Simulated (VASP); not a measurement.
Here is a VASP 6.6.1 calculation.

INCAR

```
ALGO = Normal
DIPOL = 0.5 0.5 0.341
EDIFF = 1E-6
ENCUT = 520
GGA = PE
IDIPOL = 3
ISIF = 2
ISMEAR = 0
LASPH = True
LCHARG = False
LDIPOL = True
LREAL = False
LWAVE = False
NBANDS = 35
NELM = 100
PREC = Accurate
SIGMA = 0.1
```

The input KPOINTS:

```
k-points
0
Gamma
  9 7 1
```

File POSCAR:

```
Ti4S
1.0
    2.9075446931      0.0000000000      0.0000000000
    0.0000000000      4.1118891382      0.0000000000
    0.0000000000      0.0000000000     19.6535692527
Ti S
4 1
Direct
    0.5000000000      0.5000000000      0.2035253723
    0.0000000000      0.0000000000      0.2774952618
    0.5000000000      0.5000000000      0.3439484692
    0.0000000000      0.0000000000      0.4148645545
    0.5000000000      0.4000000000      0.4653658937
```

Potentials or basis: VASP PAW PBE potentials, release 64 (Ti_sv, S).

Launch:

```sh
$ cat potpaw_PBE.64/Ti_sv/POTCAR potpaw_PBE.64/S/POTCAR > POTCAR
$ mpirun -np 1 vasp_std > vasp.out
```

Q: What does it give for the largest force?

A: 1.551 eV/Å.

Q: Estimate the band gap on the k mesh.

A: Zero (band 27 reaches 0.66 eV, above the bottom of band 28 at 0.51 eV).

Forces in eV/Å, atoms in the order of the input:
```
Ti   0.000 -0.010  0.221
Ti   0.000 -0.009 -0.397
Ti   0.000 -0.034 -1.255
Ti   0.000 -0.562  1.446
S    0.000  0.615 -0.015
```
